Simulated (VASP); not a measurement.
Write the native input for VASP 6.6.1 that does the following.

* Task: single point
* Functional: PBE
* Potentials or basis: VASP PAW PBE potentials, release 64 (Li_sv, Ca_sv, Sc_sv)
* Cutoff: 520 eV
* k mesh: 8 × 8 × 6
* Occupations: fermi-dirac, width 0.05 eV
* Spin: no spin polarisation
* Dipole correction: no
* Further INCAR settings: ALGO = Normal; EDIFF = 1e-06; NBANDS = 19

The structure of LiCaSc lies in POSCAR:

```
LiCaSc
1.0
    3.9828949711      0.0000000000      0.0000000000
   -1.9914474856      3.4492882215      0.0000000000
    0.0000000000      0.0000000000      4.2743130305
Li Ca Sc
1 1 1
Direct
    0.0000000000      0.0000000000      0.5000000000
    0.6666666700      0.3333333300      0.0000000000
    0.3333333300      0.6666666700      0.5000000000
```

This cell differs from its parent crystal: volume scaled by 0.98.

These files were run (other wordings do the same):

INCAR

```
SYSTEM = LiCaSc
ALGO = Normal ; EDIFF = 1E-6
ENCUT = 520 ; GGA = PE
ISIF = 2 ; ISMEAR = -1
LASPH = .TRUE. ; LCHARG = .FALSE.
LREAL = .FALSE. ; LWAVE = .FALSE.
NBANDS = 19 ; NELM = 100
PREC = Accurate ; SIGMA = 0.05
```

KPOINTS

```
k-points
0
G
  8 8 6
  0 0 0
```

Potentials or basis: VASP PAW PBE potentials, release 64 (Li_sv, Ca_sv, Sc_sv).

Run with:

```sh
$ cat potpaw_PBE.64/Li_sv/POTCAR potpaw_PBE.64/Ca_sv/POTCAR potpaw_PBE.64/Sc_sv/POTCAR > POTCAR
$ mpirun -np 1 vasp_std > vasp.out
```

It gave:

The band gap on the k mesh is zero (band 12 reaches 4.06 eV, above the bottom of band 13 at 3.66 eV).

It took 44 s on 1 thread of Intel Xeon 6975P-C (shared host), peak memory 0.2 GiB.
